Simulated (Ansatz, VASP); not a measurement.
One calculation of Si, two programs

The input POSCAR:

```
Si
1.0
   -1.6757223779      1.6757223779      1.3599397455
    1.6757223779     -1.6757223779      1.3599397455
    1.6757223779      1.6757223779     -1.3599397455
Si
1
Direct
    0.0000000000      0.0000000000      0.0000000000
```

File INCAR.step1:

```
SYSTEM = Si
PREC     = Accurate       ! precision mode
ENCUT    = 520            ! plane-wave cutoff, eV
ISMEAR   = 0              ! smearing method
SIGMA    = 0.15           ! smearing width, eV
LREAL    = .False.        ! projectors in reciprocal space
LASPH    = .True.         ! aspherical terms in the spheres
NELM     = 60             ! most SCF steps
NBANDS   = 8              ! bands
GGA      = PE             ! functional
ALGO     = Normal         ! electronic algorithm
EDIFF    = 1E-4           ! SCF threshold, eV
LWAVE    = .True.         ! write WAVECAR
LCHARG   = .False.        ! write CHGCAR
```

INCAR.step2

```
SYSTEM = Si
PREC     = Accurate       ! precision mode
ENCUT    = 520            ! plane-wave cutoff, eV
EDIFF    = 1E-6           ! SCF threshold, eV
ISMEAR   = 0              ! smearing method
SIGMA    = 0.15           ! smearing width, eV
LREAL    = .False.        ! projectors in reciprocal space
LASPH    = .True.         ! aspherical terms in the spheres
NELM     = 60             ! most SCF steps
ALGO     = Normal         ! electronic algorithm
ISIF     = 2              ! what is computed and relaxed
LWAVE    = .False.        ! write WAVECAR
LCHARG   = .True.         ! write CHGCAR
METAGGA  = R2SCAN         ! meta-GGA
LMIXTAU  = .True.       
LELF     = .True.         ! ELF
LVHAR    = .True.       
NBANDS   = 8              ! bands
ISTART   = 1
```

File KPOINTS:

```
regular mesh
0
Gamma
  22 22 22
  0 0 0
```

Input for Ansatz:

```yaml
crystal:
  lattice:
    - [-1.6757223779, 1.6757223779, 1.3599397455]
    - [1.6757223779, -1.6757223779, 1.3599397455]
    - [1.6757223779, 1.6757223779, -1.3599397455]
  atoms:
    - { symbol: Si, position: [0.0, 0.0, 0.0] }
basis:
  ecutwfc: 500
kpoints:
  mp_grid: { grid: [22, 22, 22] }
hamiltonian:
  xc: r2scan
scf:
  occupations: { method: gaussian, width: 0.15 }
output:
  forces: true
  stress: true
  eigenvalues: true
```

Change from the starting cell: strain +0.030 along x and y, +0.030 along z, atoms carried along.

Alike in both runs: task single point; functional r2SCAN; k mesh 22 × 22 × 22; occupations gaussian, width 0.15 eV; no spin polarisation.

|  | VASP | Ansatz |
| --- | --- | --- |
| version | VASP 6.6.1 | Ansatz 0.2.0 |
| potentials or method | VASP PAW PBE potentials, release 64 (Si), cutoff 520 eV | scalar-relativistic, plane waves, PAW |
| valence electrons in the cell | 4 | 4 |

VASP gave:

* gap on the k mesh at the Fermi level (eV): none
* pressure (GPa): -6.6
* traceless stress, the component that is largest in VASP (GPa): -2.44

Estimate Ansatz's values.

gap on the k mesh at the Fermi level (eV): none; pressure (GPa): -6.7; traceless stress, the component that is largest in VASP (GPa): -2.42.

VASP's potentials were made for PBE, not for r2SCAN. A gap of «none» marks a metal or a gap that the smearing closes.
